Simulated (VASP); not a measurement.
# Li2ZrP2 (I4/mmm) in VASP: notebook, part 3 of 3

VASP 6.6.1.

### 6 Relaxation of cell and atoms, PBE

This run uses another cell than the first one, of 14.86 Å³/atom.

The input, INCAR:

```
SYSTEM = Li2ZrP2
PREC     = Accurate       ! precision mode
ENCUT    = 600            ! plane-wave cutoff, eV
EDIFF    = 1E-6           ! SCF threshold, eV
ISMEAR   = 0              ! smearing method
SIGMA    = 0.1            ! smearing width, eV
LREAL    = .False.        ! projectors in reciprocal space
LASPH    = .True.         ! aspherical terms in the spheres
NELM     = 100            ! most SCF steps
ALGO     = Normal         ! electronic algorithm
ISIF     = 3              ! what is computed and relaxed
LWAVE    = .False.        ! write WAVECAR
LCHARG   = .False.        ! write CHGCAR
GGA      = PE             ! functional
IBRION   = 2              ! ionic algorithm
NSW      = 100            ! ionic steps
EDIFFG   = -0.01          ! ionic threshold
```

The input, KPOINTS:

```
regular mesh
0
Gamma
  12 12 12
  0 0 0
```

The input, POSCAR:

```
Li2ZrP2
1.0
   -2.1721078026      2.1721078026      3.9368067434
    2.1721078026     -2.1721078026      3.9368067434
    2.1721078026      2.1721078026     -3.9368067434
Li Zr P
2 1 2
Direct
    0.3596457871      0.3596457871      0.0000000000
    0.6403542129      0.6403542129      0.0000000000
    0.0000000000      0.0000000000      0.0000000000
    0.2500000000      0.7500000000      0.5000000000
    0.7500000000      0.2500000000      0.5000000000
```

Potentials or basis: VASP PAW PBE potentials, release 64 (Li_sv, Zr_sv, P).

Launch:

```bash
cat potpaw_PBE.64/Li_sv/POTCAR potpaw_PBE.64/Zr_sv/POTCAR potpaw_PBE.64/P/POTCAR > POTCAR
mpirun -np 1 vasp_std > vasp.out
```

OUTCAR:

```text
SYSTEM = Li2ZrP2
   PREC = Accurate
   ENCUT = 600
   EDIFF = 1E-6
   ISMEAR = 0
   LREAL = .False.
   LASPH = .True.
   NELM = 100
   ISIF = 3
   GGA = PE
   IBRION = 2
   NSW = 100
   EDIFFG = -0.01

 ion  position               nearest neighbor table
   1  0.360  0.360  0.000-   2 2.21   4 2.34   5 2.34   4 2.34   5 2.34   3 2.83
   2  0.640  0.640  0.000-   1 2.21   5 2.34   4 2.34   4 2.34   5 2.34   3 2.83
   3  0.000  0.000  0.000-   1 2.83   2 2.83   4 2.93   5 2.93   4 2.93   5 2.93   5 2.93   4 2.93
                             5 2.93   4 2.93
   4  0.250  0.750  0.500-   1 2.34   2 2.34   1 2.34   2 2.34   3 2.93   3 2.93   3 2.93   3 2.93

   5  0.750  0.250  0.500-   1 2.34   2 2.34   1 2.34   2 2.34   3 2.93   3 2.93   3 2.93   3 2.93

  LATTYP: Found a body centered tetragonal cell.
 ALAT       =     4.3442156052
 C/A-ratio  =     1.8124361685

  Lattice vectors:

 A1 = (  -2.1721078026,   2.1721078026,   3.9368067434)
 A2 = (   2.1721078026,  -2.1721078026,   3.9368067434)
 A3 = (   2.1721078026,   2.1721078026,  -3.9368067434)

Analysis of symmetry for initial positions (statically):
=====================================================================
 Subroutine PRICEL returns:
 Original cell was already a primitive cell.

 Routine SETGRP: Setting up the symmetry group for a
 body centered tetragonal supercell.

 Subroutine GETGRP returns: Found 16 space group operations
 (whereof 16 operations were pure point group operations)
 out of a pool of 16 trial point group operations.

The static configuration has the point symmetry D_4h.

Analysis of symmetry for dynamics (positions and initial velocities):
=====================================================================
 Subroutine PRICEL returns:
 Original cell was already a primitive cell.

 Routine SETGRP: Setting up the symmetry group for a
 body centered tetragonal supercell.

 Subroutine GETGRP returns: Found 16 space group operations
 (whereof 16 operations were pure point group operations)
 out of a pool of 16 trial point group operations.

The dynamic configuration has the point symmetry D_4h.

 Subroutine INISYM returns: Found 16 space group operations
 (whereof 16 operations are pure point group operations),
 and found     1 'primitive' translations

----------------------------------------------------------------------------------------

                                     Primitive cell

  volume of cell :      74.2962

  direct lattice vectors                    reciprocal lattice vectors
    -2.172107803  2.172107803  3.936806743     0.000000000  0.230191153  0.127006488
     2.172107803 -2.172107803  3.936806743     0.230191153  0.000000000  0.127006488
     2.172107803  2.172107803 -3.936806743     0.230191153  0.230191153  0.000000000

  length of vectors
     4.993450906  4.993450906  4.993450906     0.262904194  0.262904194  0.325539451

  position of ions in fractional coordinates (direct lattice)
     0.359645787  0.359645787  0.000000000
     0.640354213  0.640354213  0.000000000
     0.000000000  0.000000000  0.000000000
     0.250000000  0.750000000  0.500000000
     0.750000000  0.250000000  0.500000000

  ion indices of the primitive-cell ions
   primitive index   ion index
[... 35 lines left out ...]
  0.083333  0.000000  0.000000      8.000000
  0.166667  0.000000  0.000000      8.000000
  0.250000  0.000000 -0.000000      8.000000
  0.333333  0.000000  0.000000      8.000000
  0.416667  0.000000 -0.000000      8.000000
[... 16 lines left out ...]
  0.500000  0.166667 -0.000000     16.000000
 -0.416667  0.166667  0.000000     16.000000
 [... further k-points ...]
   k-points           NKPTS =    163   k-points in BZ     NKDIM =    163   number of bands    NBANDS=     18
   number of dos      NEDOS =    301   number of ions     NIONS =      5
   total plane-waves  NPLWV =  64000
   dimension x,y,z NGX =    40 NGY =   40 NGZ =   40
   dimension x,y,z NGXF=    80 NGYF=   80 NGZF=   80
   ions per type =               2   1   2
   NGX,Y,Z   is equivalent  to a cutoff of  13.32, 13.32, 13.32 a.u.
   NGXF,Y,Z  is equivalent  to a cutoff of  26.63, 26.63, 26.63 a.u.
 SYSTEM =  Li2ZrP2
   PREC   = accura    normal or accurate (medium, high low for compatibility)
   ISTART =      0    job   : 0-new  1-cont  2-samecut
   ICHARG =      2    charge: 1-file 2-atom 10-const
   ISPIN  =      1    spin polarized calculation?
   LNONCOLLINEAR =      F non collinear calculations
   LSORBIT =      F    spin-orbit coupling
   LASPH  =      T    aspherical Exc in radial PAW
   ENCUT  =  600.0 eV  44.10 Ry    6.64 a.u.   9.97  9.97  9.97*2*pi/ulx,y,z
   NELM   =    100;   NELMIN=  2; NELMDL= -5     # of ELM steps
   EDIFF  = 0.1E-05   stopping-criterion for ELM
   LREAL  =      F    real-space projection
   EDIFFG = -.1E-01   stopping-criterion for IOM
   NSW    =    100    number of steps for IOM
   IBRION =      2    ionic relax: 0-MD 1-quasi-New 2-CG
   NFREE  =      1    steps in history (QN), initial steepest desc. (CG)
   ISIF   =      3    stress and relaxation
   ISYM   =      2    0-nonsym 1-usesym 2-fastsym
   POTIM  = 0.5000    time-step for ionic-motion
   TEBEG  =    0.0;   TEEND  =   0.0 temperature during run
   PSTRESS=    0.0 pullay stress
   NELECT =      28.0000    total number of electrons
   NUPDOWN=      -1.0000    fix difference up-down
   EMIN   =  10.00;   EMAX   =-10.00  energy-range for DOS
   EFERMI =   0.00;   METHOD = LEGACY
   ISMEAR =     0;   SIGMA  =   0.10  broadening in eV -4-tet -1-fermi 0-gaus
   EFERMI_NEDOS =   21; number of points for ismear=-14 and -15
   IALGO  =     38    algorithm
   IMIX   =      4    mixing-type and parameters
     AMIX     =   0.40;   BMIX     =  1.00
     AMIX_MAG =   1.60;   BMIX_MAG =  1.00
  volume/ion in A,a.u.               =      14.86       100.28
  Fermi-wavevector in a.u.,A,eV,Ry     =   1.182511  2.234622 19.025469  1.398333
  Thomas-Fermi vector in A             =   2.318764
   LORBIT       =      0    0 simple, 1 ext, 2 COOP (PROOUT), +10 PAW based schemes
   GGA     = PE    functional components
   LHFCALC =     F    Hartree Fock is set to
   AEXX    =    0.0000 exact exchange contribution
   IVDW    =     0    specifies the selected vdW correction
   LEPSILON=     F    determine dielectric tensor
   LRPA    =     F    only Hartree local field effects (RPA)
 conjugate gradient relaxation of ions
 non-spin polarized calculation
 Gauss-broadening in eV      SIGMA  =   0.10
  energy-cutoff  :      600.00
  volume of cell :       74.30
 maximum number of plane-waves:      2512
   NGX = 19   NGY = 19   NGZ = 19

--------------------------------------- Ionic step        1  -------------------------------------------

 number of electron      27.9999997 magnetization

 Free energy of the ion-electron system (eV)
  ---------------------------------------------------
  ext. energy  EPLUGINS =         0.00000000
  ---------------------------------------------------
  free energy    TOTEN  =       -25.00111554 eV

  energy without entropy =      -24.98825244  energy(sigma->0) =      -24.99468399

------------------------ aborting loop because EDIFF is reached ----------------------------------------

  FORCE on cell =-STRESS in cart. coord.  units (eV):
  Direction    XX          YY          ZZ          XY          YZ          ZX
  --------------------------------------------------------------------------------------
  -------------------------------------------------------------------------------------
  Total        0.1429096      0.1429096     -0.1882289      0.0000000      0.0000000     -0.0000000
  in kB        3.0818055      3.0818055     -4.0591019      0.0000000      0.0000000     -0.0000000
  external PRESSURE =       0.7015031 kB  Pullay stress =       0.0000000 kB
[... 65 lines left out ...]
--------------------------------------- Ionic step        3  -------------------------------------------

 number of electron      27.9999997 magnetization

 Free energy of the ion-electron system (eV)
  ---------------------------------------------------
  ext. energy  EPLUGINS =         0.00000000
  ---------------------------------------------------
  free energy    TOTEN  =       -25.00179755 eV

  energy without entropy =      -24.98860957  energy(sigma->0) =      -24.99520356

 E-fermi :   7.5089     XC(G=0): -10.4684

 val. band max:        7.4833889430   @ k =   0.5000   0.0833  -0.0000
 cond. band min:       7.5126169885   @ k =  -0.2500  -0.2500   0.1667
 fundamental gap:      0.0292280455
 Fermi energy:         7.5089039065

 k-point     1 :       0.0000    0.0000    0.0000
  band No.  band energies     occupation
      1     -42.1426      2.00000
      2     -38.5203      2.00000
      3     -38.4379      2.00000
      4     -20.1484      2.00000
      5     -20.1484      2.00000
      6     -20.1370      2.00000
[... 481 lines left out ...]
      5     -20.1547      2.00000
      6     -20.1402      2.00000
[... 10 lines left out ...]
     17       9.3588      0.00000
     18      10.5582      0.00000

 [... further k-points ...]
[... 5 lines left out ...]
  --------------------------------------------------------------------------------------
  -------------------------------------------------------------------------------------
  Total       -0.0027851     -0.0027851     -0.0152351      0.0000000      0.0000000     -0.0000000
  in kB       -0.0599675     -0.0599675     -0.3280413      0.0000000      0.0000000     -0.0000000
  external PRESSURE =      -0.1493254 kB  Pullay stress =       0.0000000 kB
[... 20 lines left out ...]
  FREE ENERGIE OF THE ION-ELECTRON SYSTEM (eV)
  ---------------------------------------------------
  free  energy   TOTEN  =       -25.0017975486 eV

  energy  without entropy=      -24.9886095743  energy(sigma->0) =      -24.99520356

 reached required accuracy - stopping structural energy minimisation
```

Wall time 8.4 min (1 thread of Intel Xeon Platinum 8259CL at 2.50GHz (Skylake/Cascade Lake), shared host); peak memory 0.44 GiB.

What came out:

```
Free energy                           : -25.0018 eV
Relaxed volume                        : 14.88 Å³/atom
Relaxed cell                          : a = 4.989 Å, b = 4.989 Å, c = 4.989 Å, α = 128.25°, β = 128.25°, γ = 76.22°
Space group after relaxing (to 0.1 Å) : I4/mmm (No. 139)
Energy gained by relaxing             : 0.1 meV/atom
Ionic steps                           : 3
Pressure after relaxing               : 0.0 GPa
Largest force after relaxing          : 0.004 eV/Å
Band gap on the k mesh                : zero (bands 14 and 15 overlap by 0.93 eV)
```

Forces on the atoms (eV/Å):
```
Li   0.000  0.000 -0.004
Li   0.000  0.000  0.004
Zr   0.000  0.000  0.000
P    0.000  0.000  0.000
P    0.000  0.000  0.000
```

Step by step:
```csv
step,energy change (eV),largest force (eV/Å),pressure (GPa),volume (Å³)
1,0.0000,0.0320,0.07,74.30
2,-0.0006,0.0095,0.02,74.37
3,-0.0007,0.0044,-0.01,74.41
```

Final structure:
```
Li Zr P
1.0
    -2.17698    2.17698    3.92517
     2.17698   -2.17698    3.92517
     2.17698    2.17698   -3.92517
Li Zr P
2 1 2
Direct
  0.35997 0.35997 0.00000
  0.64003 0.64003 0.00000
  0.00000 0.00000 0.00000
  0.25000 0.75000 0.50000
  0.75000 0.25000 0.50000
```

Caveat: the cutoff is under 1.25 times the usual one of these potentials, so pressure, stress and relaxed cells hold a basis-set (Pulay) error.

### 7 Overview

| task | cell | k mesh | cutoff (eV) | gap on the mesh (eV) | pressure (GPa) | relaxed volume (Å³/atom) | largest force (eV/Å) |
| --- | --- | --- | --- | --- | --- | --- | --- |
| single point | a = 6.248 Å, angles 146.5, 146.5, 48.1°, 5 atoms, atomic positions A | 6 × 6 × 6 | 520 | none | - | - | 0.04 |
| relaxation of cell and atoms | relaxed from a = 5.535 Å, angles 138.3, 138.3, 60.5°, 5 atoms, atomic positions B | 6 × 6 × 6 | 600 | none | 0.3 | 14.83 | 0.03 |
| relaxation of cell and atoms | relaxed from a = 6.401 Å, angles 147.1, 147.1, 47.2°, 5 atoms, atomic positions C | 6 × 6 × 6 | 600 | none | 0.1 | 14.78 | - |
| single point | a = 4.989 Å, angles 128.2, 128.2, 76.2°, 5 atoms, atomic positions D | 12 × 12 × 12 | 520 | none | - | - | 0.01 |
| relaxation of cell and atoms | relaxed from a = 4.993 Å, angles 128.4, 128.4, 75.9°, 5 atoms, atomic positions D | 12 × 12 × 12 | 600 | none | 0.0 | 14.88 | - |

Alike in all rows: level PBE; potentials or basis VASP PAW PBE potentials, release 64 (Li_sv, Zr_sv, P); no spin polarisation; smearing gaussian 0.1 eV.

Caveats: the cutoff is under 1.25 times the usual one of these potentials, so pressure, stress and relaxed cells hold a basis-set (Pulay) error.

Absolute energies hang on the potentials; compare differences alone.

The gap in the log of VASP goes by the Fermi energy; the results here count the filled bands.